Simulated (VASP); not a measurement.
**Be: single point with PBE**

Crystal: Be.

```xyz
2
Lattice="2.3386 0.1099 0.0098 -1.0741 1.8909 0.0351 0.0154 0.0728 3.6402" Properties=species:S:1:pos:R:3 pbc="T T T"
Be    0.0750    1.3518    2.7568
Be    1.2049    0.7218    0.9283
```

```json
{
 "Program": "VASP 6.6.1",
 "Task": "single point",
 "Functional": "PBE",
 "Potentials or basis": "VASP PAW PBE potentials, release 64 (Be)",
 "Cutoff": "520 eV",
 "k mesh": "12 × 12 × 6",
 "Occupations": "gaussian, width 0.1 eV",
 "Spin": "no spin polarisation",
 "Dipole correction": "no",
 "Further INCAR settings": "ALGO = Fast; EDIFF = 1e-06; NBANDS = 9"
}
```

The pressure is -3.9 GPa, the largest force is 0.135 eV/Å and the band gap on the k mesh is zero (bands 2 and 3 overlap by 1.46 eV).

Forces on the atoms (eV/Å):
```
Be  -0.124 -0.048  0.019
Be   0.124  0.048 -0.019
```

Stress tensor (GPa, compression positive):
```
 -9.54 -15.69  -0.92
-15.69   4.88  -5.56
 -0.92  -5.56  -7.15
```

Levels at points of the mesh, in eV from the Fermi level:
| k point | band 1 | band 2 | band 3 | band 4 | band 5 | band 6 |
| --- | --- | --- | --- | --- | --- | --- |
| (0.00, 0.00, 0.00) | -11.38 | -4.64 | 0.56 | 13.70 | 16.38 | 16.75 |
| (0.50, 0.00, 0.00) | -5.63 | -4.11 | 2.17 | 5.32 | 5.47 | 8.77 |
| (0.00, 0.50, 0.00) | -4.83 | -2.97 | 3.55 | 6.22 | 6.52 | 8.29 |
| (0.50, 0.50, 0.00) | -4.70 | -2.79 | 3.91 | 6.47 | 6.50 | 7.80 |
| (0.00, 0.00, 0.50) | -9.28 | -9.27 | 9.79 | 9.82 | 15.01 | 15.60 |
| (0.50, 0.00, 0.50) | -4.47 | -4.16 | -0.06 | 0.48 | 13.34 | 13.92 |
| (0.00, 0.50, 0.50) | -3.76 | -3.23 | 1.26 | 2.08 | 10.65 | 10.69 |
| (0.50, 0.50, 0.50) | -3.46 | -3.25 | 1.73 | 2.04 | 10.10 | 10.11 |

Run time: 37 s on 1 thread of AMD EPYC 7R43 64-Core Processor (Zen 3), on a shared host, peak memory 0.13 GiB.

Caveat: the cell stands under tension.
